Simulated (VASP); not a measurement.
# Pd (Fd-3m) in VASP: a series of runs, part 2 of 2

VASP 6.6.1. The steps go on from the part before.

## (3) Single point, PBEsol (volume scaled by 0.6)

INCAR

```
ALGO = Normal
EDIFF = 1E-7
ENCUT = 520
GGA = PS
ISIF = 2
ISMEAR = -1
LASPH = T
LCHARG = F
LREAL = F
LWAVE = F
NBANDS = 17
NELM = 100
PREC = Accurate
SIGMA = 0.05
```

KPOINTS

```
k-points
0
Gamma
  12 12 12
```

POSCAR

```
Pd
1.0
    0.0000000000      2.3976282119      2.3976282119
    2.3976282119      0.0000000000      2.3976282119
    2.3976282119      2.3976282119      0.0000000000
Pd
2
Direct
   -0.1250000000     -0.1250000000     -0.1250000000
    0.1250000000      0.1250000000      0.1250000000
```

Potentials or basis: VASP PAW PBE potentials, release 64 (Pd).

The run is started by

```console
> cat potpaw_PBE.64/Pd/POTCAR > POTCAR
> mpirun -np 1 vasp_std > vasp.out
```

OUTCAR:

```text
EDIFF = 1E-7
   ENCUT = 520
   GGA = PS
   ISIF = 2
   ISMEAR = -1
   LASPH = T
   LREAL = F
   NELM = 100
   PREC = Accurate

 ion  position               nearest neighbor table
   1  0.875  0.875  0.875-   2 2.08   2 2.08   2 2.08   2 2.08
   2  0.125  0.125  0.125-   1 2.08   1 2.08   1 2.08   1 2.08

  LATTYP: Found a face centered cubic cell.
 ALAT       =     4.7952564238

  Lattice vectors:

 A1 = (   0.0000000000,   2.3976282119,   2.3976282119)
 A2 = (   2.3976282119,   0.0000000000,   2.3976282119)
 A3 = (   2.3976282119,   2.3976282119,   0.0000000000)

Analysis of symmetry for initial positions (statically):
=====================================================================
 Subroutine PRICEL returns:
 Original cell was already a primitive cell.

 Routine SETGRP: Setting up the symmetry group for a
 face centered cubic supercell.

 Subroutine GETGRP returns: Found 48 space group operations
 (whereof 12 operations were pure point group operations)
 out of a pool of 48 trial point group operations.

The static configuration has the point symmetry D_3d.
 The point group associated with its full space group is O_h .

Analysis of symmetry for dynamics (positions and initial velocities):
=====================================================================
 Subroutine PRICEL returns:
 Original cell was already a primitive cell.

 Routine SETGRP: Setting up the symmetry group for a
 face centered cubic supercell.

 Subroutine GETGRP returns: Found 48 space group operations
 (whereof 12 operations were pure point group operations)
 out of a pool of 48 trial point group operations.

The dynamic configuration has the point symmetry D_3d.
 The point group associated with its full space group is O_h .

 Subroutine INISYM returns: Found 48 space group operations
 (whereof 12 operations are pure point group operations),
 and found     1 'primitive' translations

[... 109 lines left out ...]
   ISMEAR =    -1;   SIGMA  =   0.05  broadening in eV -4-tet -1-fermi 0-gaus
   EFERMI_NEDOS =   21; number of points for ismear=-14 and -15
   IALGO  =     38    algorithm
   IMIX   =      4    mixing-type and parameters
     AMIX     =   0.40;   BMIX     =  1.00
     AMIX_MAG =   1.60;   BMIX_MAG =  1.00
  volume/ion in A,a.u.               =      13.78        93.01
  Fermi-wavevector in a.u.,A,eV,Ry     =   1.471046  2.779874 29.442695  2.163977
  Thomas-Fermi vector in A             =   2.586229
   LORBIT       =      0    0 simple, 1 ext, 2 COOP (PROOUT), +10 PAW based schemes
   GGA     = PS    functional components
   LHFCALC =     F    Hartree Fock is set to
   AEXX    =    0.0000 exact exchange contribution
   IVDW    =     0    specifies the selected vdW correction
   LEPSILON=     F    determine dielectric tensor
   LRPA    =     F    only Hartree local field effects (RPA)
 non-spin polarized calculation
  energy-cutoff  :      520.00
  volume of cell :       27.57
 maximum number of plane-waves:       754
 NGX is ok and might be reduce to    28
   NGX = 13   NGY = 13   NGZ = 13

 number of electron      19.9999999 magnetization

 Free energy of the ion-electron system (eV)
  ---------------------------------------------------
  ext. energy  EPLUGINS =         0.00000000
  ---------------------------------------------------
  free energy    TOTEN  =        -4.07172675 eV

  energy without entropy =       -4.04487772  energy(sigma->0) =       -4.05830223

 E-fermi :  12.1821     XC(G=0): -13.4588

 val. band max:       12.1793349971   @ k =  -0.4167   0.4167   0.0833
 cond. band min:      12.2006693597   @ k =   0.3333   0.0833   0.0000
 fundamental gap:      0.0213343625
 Fermi energy:        12.1821377541

 k-point     1 :       0.0000    0.0000    0.0000
  band No.  band energies     occupation
      1       3.6946      2.00000
      2       4.4677      2.00000
      3       4.4677      2.00000
      4       5.4143      2.00000
      5       5.4143      2.00000
      6       5.4143      2.00000
[... 457 lines left out ...]
      4       6.0317      2.00000
      5       6.0678      2.00000
      6       6.7793      2.00000
[... 9 lines left out ...]
     16      29.7924      0.00000
     17      30.1102      0.00000

 [... further k-points ...]

------------------------ aborting loop because EDIFF is reached ----------------------------------------

  FORCE on cell =-STRESS in cart. coord.  units (eV):
  Direction    XX          YY          ZZ          XY          YZ          ZX
  --------------------------------------------------------------------------------------
  -------------------------------------------------------------------------------------
  Total       25.5689965     25.5689965     25.5689965     -0.0000000      0.0000000      0.0000000
  in kB     1486.1024483   1486.1024483   1486.1024483     -0.0000000      0.0000000      0.0000000
  external PRESSURE =    1486.1024483 kB  Pullay stress =       0.0000000 kB

 VOLUME and BASIS-vectors are now :
 -----------------------------------------------------------------------------
  energy-cutoff  :      520.00
  volume of cell :       27.57
      direct lattice vectors                 reciprocal lattice vectors
     0.000000000  2.397628212  2.397628212    -0.208539421  0.208539421  0.208539421
     2.397628212  0.000000000  2.397628212     0.208539421 -0.208539421  0.208539421
     2.397628212  2.397628212  0.000000000     0.208539421  0.208539421 -0.208539421

 POSITION                                       TOTAL-FORCE (eV/Angst)
 -----------------------------------------------------------------------------------
      4.19585      4.19585      4.19585        -0.000000     -0.000000     -0.000000
      0.59941      0.59941      0.59941         0.000000      0.000000      0.000000
 -----------------------------------------------------------------------------------
    total drift:                                0.000000     -0.000000     -0.000000

  FREE ENERGIE OF THE ION-ELECTRON SYSTEM (eV)
  ---------------------------------------------------
  free  energy   TOTEN  =        -4.0717267475 eV

  energy  without entropy=       -4.0448777196  energy(sigma->0) =       -4.05830223
```

OSZICAR:

```text
N       E                     dE             d eps       ncg     rms          rms(c)
DAV:   1     0.119556158541E+03    0.11956E+03   -0.10573E+04  2448   0.117E+03
DAV:   2    -0.251963683311E+01   -0.12208E+03   -0.11622E+03  2557   0.264E+02
DAV:   3    -0.466123270173E+01   -0.21416E+01   -0.21345E+01  2949   0.391E+01
DAV:   4    -0.467777292300E+01   -0.16540E-01   -0.16539E-01  2995   0.322E+00
DAV:   5    -0.467805526665E+01   -0.28234E-03   -0.28234E-03  2990   0.438E-01    0.311E+01
DAV:   6    -0.422327894886E+01    0.45478E+00   -0.65762E-01  2789   0.693E+00    0.187E+01
DAV:   7    -0.407802146758E+01    0.14526E+00   -0.34151E-02  3173   0.145E+00    0.393E+00
DAV:   8    -0.407160926142E+01    0.64122E-02   -0.41754E-03  2872   0.535E-01    0.812E-02
DAV:   9    -0.407171890808E+01   -0.10965E-03   -0.73090E-05  3002   0.643E-02    0.394E-02
DAV:  10    -0.407172637554E+01   -0.74675E-05   -0.11149E-05  3080   0.295E-02    0.511E-03
DAV:  11    -0.407172692881E+01   -0.55327E-06   -0.28202E-07  2874   0.465E-03    0.180E-03
DAV:  12    -0.407172674360E+01    0.18522E-06   -0.37467E-08  1437   0.134E-03    0.208E-04
DAV:  13    -0.407172674753E+01   -0.39345E-08   -0.24454E-09  1313   0.368E-04
   1 F= -.40717267E+01 E0= -.40583022E+01  d E =-.268490E-01
```

stdout:

```text
POSCAR found type information on POSCAR Pd
 POSCAR found :  1 types and       2 ions
 scaLAPACK will be used
 -----------------------------------------------------------------------------
|                                                                             |
|                                                                             |
|     You enforced a specific xc type in the INCAR file but a different       |
|     I HOPE YOU KNOW WHAT YOU ARE DOING!                                     |
|                                                                             |
 -----------------------------------------------------------------------------

 LDA part: xc-table for (Slater+PW92), standard interpolation
 POSCAR, INCAR and KPOINTS ok, starting setup
 FFT: planning ... GRIDC
 FFT: planning ... GRID_SOFT
 FFT: planning ... GRID
 WAVECAR not read
 entering main loop
```

Run time: 33 s. Hardware: 1 thread of Intel Xeon Platinum 8259CL at 2.50GHz (Skylake/Cascade Lake), shared host; peak memory 0.17 GiB.

What came out:

```yaml
Free_energy: -4.0717 eV
Pressure: 148.6 GPa
Band_gap_on_the_k_mesh: zero (band 10 reaches 12.44 eV, above the bottom of band 11 at 11.51 eV)
```

Caveat: the PAW data sets were made with another functional, which shifts forces and pressure a little.
